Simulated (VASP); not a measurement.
Here is a VASP 6.6.1 calculation.

Contents of INCAR:

```
PREC     = Accurate       # precision mode
ENCUT    = 520            # plane-wave cutoff, eV
EDIFF    = 1E-6           # SCF threshold, eV
ISMEAR   = 0              # smearing method
SIGMA    = 0.1            # smearing width, eV
LREAL    = False          # projectors in reciprocal space
LASPH    = True           # aspherical terms in the spheres
NELM     = 80             # most SCF steps
ALGO     = Normal         # electronic algorithm
ISIF     = 2              # what is computed and relaxed
LWAVE    = False          # write WAVECAR
LCHARG   = False          # write CHGCAR
GGA      = PE             # functional
NBANDS   = 42             # bands
```

KPOINTS

```
regular mesh
0
Gamma
  6 6 1
```

Contents of POSCAR:

```
Zr5N
1.0
    2.9506380600      0.0000000000      0.0000000000
   -1.4753190300      2.5553275100      0.0000000000
    0.0000000000      0.0000000000     15.1453773200
Zr N
5 1
Direct
    0.6666666700      0.3333333300      0.8184250000
    0.3333333300      0.6666666700      0.6598208500
    0.6666666700      0.3333333300      0.5000000000
    0.3333333300      0.6666666700      0.3401791500
    0.6666666700      0.3333333300      0.1815750000
    0.3333333300      0.6666666700      0.0000000000
```

Potentials or basis: VASP PAW PBE potentials, release 64 (Zr_sv, N).

The run is started by

```bash
$ cat potpaw_PBE.64/Zr_sv/POTCAR potpaw_PBE.64/N/POTCAR > POTCAR
$ mpirun -np 1 vasp_std > vasp.out
```

(1) Estimate the largest force.

(2) Estimate the pressure.

## Answers

(1) 3.654 eV/Å.

(2) 16.3 GPa.

Caveat: the k points lie up to 0.41 Å⁻¹ apart; forces of over 1 eV/Å act on the atoms, so gaps and moduli don't describe the material at rest.
